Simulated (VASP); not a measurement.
C: single point with LDA

C:

```
CELL_PARAMETERS angstrom
2.05418 -1.18600 -0.01173
2.05418 1.18600 -0.01173
-1.35562 0.00000 2.42783
ATOMIC_POSITIONS crystal
C 0.83639 0.83639 0.00916
C 0.16361 0.16361 0.99084
```

```
Program             : VASP 6.6.1
Task                : single point
Functional          : LDA
Potentials or basis : VASP PAW LDA potentials, release 64 (C)
Cutoff              : 520 eV
k mesh              : 18 × 18 × 18
Occupations         : gaussian, width 0.02 eV
Spin                : no spin polarisation
```

| Quantity | Value |
| --- | --- |
| Pressure | 61.3 GPa |
| Largest force | 0.005 eV/Å |
| Band gap on the k mesh | 0.03 eV, indirect (least direct gap 0.05 eV) |

Forces in eV/Å, atoms in the order of the input:
```
C    0.000  0.000  0.005
C    0.000  0.000 -0.005
```

Stress tensor (GPa, compression positive):
```
61.84  0.00 -0.01
 0.00 61.84  0.00
-0.01  0.00 60.15
```

Levels at points of the mesh, in eV from the valence-band top:
```
           k point  band 2  band 3  band 4  band 5  band 6  band 7
(0.00, 0.00, 0.00)   -4.27   -3.22   -3.22    8.42    8.76    8.76
(0.50, 0.00, 0.00)  -14.86   -6.78   -1.05    1.82    9.62   14.49
(0.50, 0.50, 0.00)  -14.14   -7.49   -4.67    0.47    6.70   17.00
(0.00, 0.00, 0.50)  -12.07   -3.52   -3.52    8.35    8.35   13.06
```

Wall time 78 s on 1 thread of Intel(R) Xeon(R) Platinum 8375C CPU @ 2.90GHz (Ice Lake) (shared host), peak memory 0.16 GiB.

A k mesh can miss the band edges.
